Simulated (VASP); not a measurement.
# CsCo3 (Pm-3m) in VASP: notebook

The runs below take CsCo3 through single point, with PBE.

Program: VASP 6.6.1. These are calculated values, not measurements. Logs are shortened: lines on timing, memory, paths and dates and some standing lists are left out, and cuts for length are marked.

**1. The cell of the first run**

Symmetry: Pm-3m, No. 221, cubic system. The conventional cell has a = 3.991 Å, b = 3.991 Å, c = 3.991 Å, α = 90.00°, β = 90.00°, γ = 90.00°. Within 3.7 Å of Cs (site symmetry m-3m) lie 12 Co at 2.82 Å. Co (site symmetry 4/mmm) has 4 Cs at 2.82 Å and 8 Co at 2.82 Å within 3.7 Å.

**2. Single point, PBE, collinear spin, ferromagnetic start**

Input file INCAR:

```
SYSTEM = CsCo3
PREC = Accurate
ENCUT = 520
EDIFF = 1E-6
ISMEAR = 0
SIGMA = 0.1
LREAL = .False.
LASPH = .True.
NELM = 150
ALGO = Normal
ISIF = 2
LWAVE = .False.
LCHARG = .False.
ISPIN = 2
MAGMOM = 0 1.76 1.76 1.76
LORBIT = 11
LMAXMIX = 4
GGA = PE
NBANDS = 30
```

Input file KPOINTS:

```
regular mesh
0
Gamma
  4 4 4
  0 0 0
```

Input file POSCAR:

```
CsCo3
1.0
    3.9907862604      0.0000000000      0.0000000000
    0.0000000000      3.9907862604      0.0000000000
    0.0000000000      0.0000000000      3.9907862604
Cs Co
1 3
Direct
    0.0000000000      0.0000000000      0.0000000000
    0.0000000000      0.5000000000      0.5000000000
    0.5000000000      0.0000000000      0.5000000000
    0.5000000000      0.5000000000      0.0000000000
```

Potentials or basis: VASP PAW PBE potentials, release 64 (Cs_sv, Co).

The run is started by

```console
> cat potpaw_PBE.64/Cs_sv/POTCAR potpaw_PBE.64/Co/POTCAR > POTCAR
> mpirun -np 1 vasp_std > vasp.out
```

OUTCAR:

```text
SYSTEM = CsCo3
   PREC = Accurate
   ENCUT = 520
   EDIFF = 1E-6
   ISMEAR = 0
   LREAL = .False.
   LASPH = .True.
   NELM = 150
   ISIF = 2
   ISPIN = 2
   LORBIT = 11
   GGA = PE

 ion  position               nearest neighbor table
   1  0.000  0.000  0.000-   2 2.82   3 2.82   4 2.82   2 2.82   3 2.82   2 2.82   4 2.82   2 2.82
                             3 2.82   4 2.82   3 2.82   4 2.82
   2  0.000  0.500  0.500-   1 2.82   3 2.82   4 2.82   1 2.82   4 2.82   1 2.82   3 2.82   1 2.82
                             3 2.82   4 2.82   4 2.82   3 2.82
   3  0.500  0.000  0.500-   1 2.82   2 2.82   4 2.82   1 2.82   4 2.82   2 2.82   4 2.82   4 2.82
                             1 2.82   2 2.82   1 2.82   2 2.82
   4  0.500  0.500  0.000-   1 2.82   2 2.82   3 2.82   2 2.82   3 2.82   1 2.82   3 2.82   3 2.82
                             1 2.82   2 2.82   2 2.82   1 2.82

  LATTYP: Found a simple cubic cell.
 ALAT       =     3.9907862604

  Lattice vectors:

 A1 = (   3.9907862604,   0.0000000000,   0.0000000000)
 A2 = (   0.0000000000,   3.9907862604,   0.0000000000)
 A3 = (   0.0000000000,   0.0000000000,   3.9907862604)

Analysis of symmetry for initial positions (statically):
=====================================================================
 Subroutine PRICEL returns:
 Original cell was already a primitive cell.

 Routine SETGRP: Setting up the symmetry group for a
 simple cubic supercell.

 Subroutine GETGRP returns: Found 48 space group operations
 (whereof 48 operations were pure point group operations)
 out of a pool of 48 trial point group operations.

The static configuration has the point symmetry O_h .

Analysis of symmetry for dynamics (positions and initial velocities):
=====================================================================
 Subroutine PRICEL returns:
 Original cell was already a primitive cell.

 Routine SETGRP: Setting up the symmetry group for a
 simple cubic supercell.

 Subroutine GETGRP returns: Found 48 space group operations
 (whereof 48 operations were pure point group operations)
 out of a pool of 48 trial point group operations.

The dynamic configuration has the point symmetry O_h .

Analysis of structural, dynamic, and magnetic symmetry:
=====================================================================
 Subroutine PRICEL returns:
 Original cell was already a primitive cell.

 Routine SETGRP: Setting up the symmetry group for a
 simple cubic supercell.

 Subroutine GETGRP returns: Found 48 space group operations
 (whereof 48 operations were pure point group operations)
 out of a pool of 48 trial point group operations.

The overall configuration has the point symmetry O_h .

 Subroutine INISYM returns: Found 48 space group operations
 (whereof 48 operations are pure point group operations),
 and found     1 'primitive' translations

----------------------------------------------------------------------------------------

                                     Primitive cell

  volume of cell :      63.5588

  direct lattice vectors                    reciprocal lattice vectors
     3.990786260  0.000000000  0.000000000     0.250577188  0.000000000  0.000000000
     0.000000000  3.990786260  0.000000000     0.000000000  0.250577188  0.000000000
     0.000000000  0.000000000  3.990786260     0.000000000  0.000000000  0.250577188

  length of vectors
     3.990786260  3.990786260  3.990786260     0.250577188  0.250577188  0.250577188

  position of ions in fractional coordinates (direct lattice)
     0.000000000  0.000000000  0.000000000
     0.000000000  0.500000000  0.500000000
     0.500000000  0.000000000  0.500000000
     0.500000000  0.500000000  0.000000000

  ion indices of the primitive-cell ions
   primitive index   ion index
                 1           1
                 2           2
                 3           3
                 4           4

----------------------------------------------------------------------------------------

 KPOINTS: regular mesh

Automatic generation of k-mesh.
 Grid dimensions read from file:
 generate k-points for:    4    4    4

 Generating k-lattice:

  Cartesian coordinates                     Fractional coordinates (reciprocal lattice)
     0.062644297  0.000000000  0.000000000     0.250000000  0.000000000  0.000000000
     0.000000000  0.062644297  0.000000000     0.000000000  0.250000000  0.000000000
     0.000000000  0.000000000  0.062644297     0.000000000  0.000000000  0.250000000

  Length of vectors
     0.062644297  0.062644297  0.062644297

  Shift w.r.t. Gamma in fractional coordinates (k-lattice)
     0.000000000  0.000000000  0.000000000

 Subroutine IBZKPT returns following result:
 ===========================================

 Found     10 irreducible k-points:

 Following reciprocal coordinates:
            Coordinates               Weight
  0.000000  0.000000  0.000000      1.000000
  0.250000  0.000000  0.000000      6.000000
  0.500000  0.000000  0.000000      3.000000
  0.250000  0.250000  0.000000     12.000000
  0.500000  0.250000  0.000000     12.000000
  0.500000  0.500000  0.000000      3.000000
  0.250000  0.250000  0.250000      8.000000
  0.500000  0.250000  0.250000     12.000000
  0.500000  0.500000  0.250000      6.000000
  0.500000  0.500000  0.500000      1.000000
   k-points           NKPTS =     10   k-points in BZ     NKDIM =     10   number of bands    NBANDS=     30
   number of dos      NEDOS =    301   number of ions     NIONS =      4
   total plane-waves  NPLWV =  27000
   dimension x,y,z NGX =    30 NGY =   30 NGZ =   30
   dimension x,y,z NGXF=    60 NGYF=   60 NGZF=   60
   ions per type =               1   3
   NGX,Y,Z   is equivalent  to a cutoff of  12.50, 12.50, 12.50 a.u.
   NGXF,Y,Z  is equivalent  to a cutoff of  24.99, 24.99, 24.99 a.u.
 SYSTEM =  CsCo3
   PREC   = accura    normal or accurate (medium, high low for compatibility)
   ISTART =      0    job   : 0-new  1-cont  2-samecut
   ICHARG =      2    charge: 1-file 2-atom 10-const
   ISPIN  =      2    spin polarized calculation?
   LNONCOLLINEAR =      F non collinear calculations
   LSORBIT =      F    spin-orbit coupling
   LASPH  =      T    aspherical Exc in radial PAW
   ENCUT  =  520.0 eV  38.22 Ry    6.18 a.u.   7.42  7.42  7.42*2*pi/ulx,y,z
   NELM   =    150;   NELMIN=  2; NELMDL= -5     # of ELM steps
   EDIFF  = 0.1E-05   stopping-criterion for ELM
   LREAL  =      F    real-space projection
   EDIFFG = 0.1E-04   stopping-criterion for IOM
   NSW    =      0    number of steps for IOM
   IBRION =     -1    ionic relax: 0-MD 1-quasi-New 2-CG
   NFREE  =      0    steps in history (QN), initial steepest desc. (CG)
   ISIF   =      2    stress and relaxation
   ISYM   =      2    0-nonsym 1-usesym 2-fastsym
   POTIM  = 0.5000    time-step for ionic-motion
   TEBEG  =    0.0;   TEEND  =   0.0 temperature during run
   PSTRESS=    0.0 pullay stress
   NELECT =      36.0000    total number of electrons
   NUPDOWN=      -1.0000    fix difference up-down
   EMIN   =  10.00;   EMAX   =-10.00  energy-range for DOS
   EFERMI =   0.00;   METHOD = LEGACY
   ISMEAR =     0;   SIGMA  =   0.10  broadening in eV -4-tet -1-fermi 0-gaus
   EFERMI_NEDOS =   21; number of points for ismear=-14 and -15
   IALGO  =     38    algorithm
   IMIX   =      4    mixing-type and parameters
     AMIX     =   0.40;   BMIX     =  1.00
     AMIX_MAG =   1.60;   BMIX_MAG =  1.00
  volume/ion in A,a.u.               =      15.89       107.23
  Fermi-wavevector in a.u.,A,eV,Ry     =   1.354515  2.559662 24.962762  1.834711
  Thomas-Fermi vector in A             =   2.481680
   LORBIT       =     11    0 simple, 1 ext, 2 COOP (PROOUT), +10 PAW based schemes
   GGA     = PE    functional components
   LHFCALC =     F    Hartree Fock is set to
   AEXX    =    0.0000 exact exchange contribution
   IVDW    =     0    specifies the selected vdW correction
   LEPSILON=     F    determine dielectric tensor
   LRPA    =     F    only Hartree local field effects (RPA)
 spin polarized calculation
 Gauss-broadening in eV      SIGMA  =   0.10
  energy-cutoff  :      520.00
  volume of cell :       63.56
 maximum number of plane-waves:      1743
 NGX is ok and might be reduce to    30
   NGX = 15   NGY = 15   NGZ = 15

 number of electron      35.9999981 magnetization       4.3749847

 Free energy of the ion-electron system (eV)
  ---------------------------------------------------
  ext. energy  EPLUGINS =         0.00000000
  ---------------------------------------------------
  free energy    TOTEN  =       -15.13966547 eV

  energy without entropy =      -15.11682858  energy(sigma->0) =      -15.12824702

 E-fermi :   7.5650     XC(G=0): -11.9709

 val. band max:        7.4769663100   @ k =   0.5000   0.5000   0.0000
 cond. band min:       7.6253712859   @ k =   0.5000   0.2500   0.2500
 fundamental gap:      0.1484049760
 Fermi energy:         7.5649686209

 spin component 1

 k-point     1 :       0.0000    0.0000    0.0000
  band No.  band energies     occupation
      1     -14.9857      1.00000
      2      -1.6267      1.00000
      3      -1.6267      1.00000
      4      -1.6267      1.00000
      5       2.2328      1.00000
      6       3.6783      1.00000
[... 319 lines left out ...]
     29      21.7874      0.00000
     30      21.9006      0.00000
 Fermi energy:         7.5649686209

 spin component 2

 k-point     1 :       0.0000    0.0000    0.0000
  band No.  band energies     occupation
      1     -14.9680      1.00000
      2      -1.6529      1.00000
      3      -1.6529      1.00000
      4      -1.6529      1.00000
      5       2.3722      1.00000
      6       4.3602      1.00000
[... 319 lines left out ...]
     29      21.9762      0.00000
     30      22.0810      0.00000

------------------------ aborting loop because EDIFF is reached ----------------------------------------

  FORCE on cell =-STRESS in cart. coord.  units (eV):
  Direction    XX          YY          ZZ          XY          YZ          ZX
  --------------------------------------------------------------------------------------
  -------------------------------------------------------------------------------------
  Total        0.5951838      0.5951838      0.5951838      0.0000000     -0.0000000      0.0000000
  in kB       15.0032815     15.0032815     15.0032815      0.0000000     -0.0000000      0.0000000
  external PRESSURE =      15.0032815 kB  Pullay stress =       0.0000000 kB

 VOLUME and BASIS-vectors are now :
 -----------------------------------------------------------------------------
  energy-cutoff  :      520.00
  volume of cell :       63.56
      direct lattice vectors                 reciprocal lattice vectors
     3.990786260  0.000000000  0.000000000     0.250577188  0.000000000  0.000000000
     0.000000000  3.990786260  0.000000000     0.000000000  0.250577188  0.000000000
     0.000000000  0.000000000  3.990786260     0.000000000  0.000000000  0.250577188

 POSITION                                       TOTAL-FORCE (eV/Angst)
 -----------------------------------------------------------------------------------
      0.00000      0.00000      0.00000         0.000000      0.000000      0.000000
      0.00000      1.99539      1.99539         0.000000      0.000000      0.000000
      1.99539      0.00000      1.99539         0.000000      0.000000      0.000000
      1.99539      1.99539      0.00000         0.000000      0.000000      0.000000
 -----------------------------------------------------------------------------------
    total drift:                                0.000000      0.000000     -0.000000

  FREE ENERGIE OF THE ION-ELECTRON SYSTEM (eV)
  ---------------------------------------------------
  free  energy   TOTEN  =       -15.1396654716 eV

  energy  without entropy=      -15.1168285769  energy(sigma->0) =      -15.12824702

 total charge

# of ion       s       p       d       tot
------------------------------------------
    1        1.873   4.349   0.476   6.698
    2        0.388   0.268   7.354   8.010
    3        0.388   0.268   7.354   8.010
    4        0.388   0.268   7.354   8.010
--------------------------------------------------
tot          3.037   5.154  22.538  30.728

 magnetization (x)

# of ion       s       p       d       tot
------------------------------------------
    1        0.002   0.094  -0.076   0.020
    2       -0.007  -0.017   1.544   1.520
    3       -0.007  -0.017   1.544   1.520
    4       -0.007  -0.017   1.544   1.520
--------------------------------------------------
tot         -0.020   0.043   4.557   4.580
```

It took 21 s on 1 thread of Intel Xeon 6975P-C (Granite Rapids), shared host; peak memory 0.19 GiB.

What came out:

```
Free energy                                           : -15.1397 eV
Pressure                                              : 1.5 GPa
Net moment                                            : 4.37 μB per cell
Site moments                                          : Cs +0.02; Co +1.52 μB
Valence electrons inside the program's atomic spheres : Cs 6.70; Co 8.01
```

Levels at points of the mesh, in eV from the Fermi level:
Spin up:
| k point | band 18 | band 19 | band 20 | band 21 | band 22 | band 23 |
| --- | --- | --- | --- | --- | --- | --- |
| (0.00, 0.00, 0.00) | -0.84 | -0.84 | -0.84 | 3.02 | 3.02 | 4.39 |
| (0.50, 0.00, 0.00) | -1.28 | -1.26 | -0.84 | 0.35 | 2.43 | 2.43 |
| (0.50, 0.50, 0.00) | -1.15 | -1.15 | -1.02 | 0.27 | 2.91 | 2.91 |
| (0.50, 0.50, 0.50) | -0.95 | -0.95 | -0.70 | 1.42 | 1.42 | 1.42 |
Spin down:
| k point | band 14 | band 15 | band 16 | band 17 | band 18 | band 19 |
| --- | --- | --- | --- | --- | --- | --- |
| (0.00, 0.00, 0.00) | -0.49 | 0.29 | 0.29 | 0.58 | 0.79 | 0.79 |
| (0.50, 0.00, 0.00) | -0.54 | -0.22 | -0.19 | 0.14 | 0.14 | 0.36 |
| (0.50, 0.50, 0.00) | -0.41 | -0.39 | -0.09 | 0.08 | 0.19 | 0.35 |
| (0.50, 0.50, 0.50) | -0.45 | -0.45 | -0.26 | -0.26 | 0.63 | 0.63 |

Caveat: the k points lie up to 0.39 Å⁻¹ apart; spin-orbit coupling is left out, which moves the levels of the heavy elements.

**3. Single point, PBE, collinear spin, ferromagnetic start**

This run uses another cell than the first one, of 18.46 Å³/atom, 1.162 times its volume.

Input file INCAR:

```
ALGO = Fast ; EDIFF = 1E-6
ENCUT = 520 ; GGA = PE
ISIF = 2 ; ISMEAR = 0
ISPIN = 2 ; LASPH = True
LCHARG = True ; LELF = True
LMAXMIX = 4 ; LORBIT = 11
LREAL = False ; LVHAR = True
LWAVE = False ; MAGMOM = 0 3 3 3
NBANDS = 30 ; NELM = 150
PREC = Accurate ; SIGMA = 0.1
```

Input file KPOINTS:

```
k-points
0
Gamma
  4 4 4
```

Input file POSCAR:

```
CsCo3
1.0
    4.1952606504      0.0000000000      0.0000000000
    0.0000000000      4.1952606504      0.0000000000
    0.0000000000      0.0000000000      4.1952606504
Cs Co
1 3
Direct
    0.0000000000      0.0000000000      0.0000000000
    0.0000000000      0.5000000000      0.5000000000
    0.5000000000      0.0000000000      0.5000000000
    0.5000000000      0.5000000000      0.0000000000
```

Potentials or basis: VASP PAW PBE potentials, release 64 (Cs_sv, Co).

The run is started by

```console
> cat potpaw_PBE.64/Cs_sv/POTCAR potpaw_PBE.64/Co/POTCAR > POTCAR
> mpirun -np 1 vasp_std > vasp.out
```

It took 22 s on 1 thread of Intel Xeon 6975P-C (Granite Rapids), shared host; peak memory 0.21 GiB.

Results (log left out):

| Property | Result |
| --- | --- |
| Free energy | -14.9655 eV |
| Pressure | -5.6 GPa |
| Net moment | 4.47 μB per cell |
| Site moments | Cs -0.01; Co +1.59 μB |
| Valence electrons inside the program's atomic spheres | Cs 6.63; Co 7.87 |

Levels at points of the mesh, in eV from the Fermi level:
Spin up:
```
           k point  band 18  band 19  band 20  band 21  band 22  band 23
(0.00, 0.00, 0.00)    -0.97    -0.97    -0.97     2.54     2.54     3.82
(0.50, 0.00, 0.00)    -1.34    -1.34    -0.97    -0.42     2.34     2.34
(0.50, 0.50, 0.00)    -1.37    -1.37    -1.22     0.32     1.96     1.96
(0.50, 0.50, 0.50)    -1.07    -1.07    -0.48     0.99     0.99     0.99
```
Spin down:
```tsv
k point	band 13	band 14	band 15	band 16	band 17	band 18	band 19	band 20
(0.00, 0.00, 0.00)	-0.37	-0.37	0.37	0.37	0.57	0.57	0.57	0.57
(0.50, 0.00, 0.00)	-0.53	-0.53	-0.07	-0.03	0.09	0.09	0.42	0.57
(0.50, 0.50, 0.00)	-0.27	-0.27	-0.21	-0.02	0.00	0.16	0.17	0.27
(0.50, 0.50, 0.50)	-0.23	-0.23	-0.23	-0.16	-0.16	0.51	0.51	0.51
```

Caveat: the k points lie up to 0.37 Å⁻¹ apart; spin-orbit coupling is left out, which moves the levels of the heavy elements.
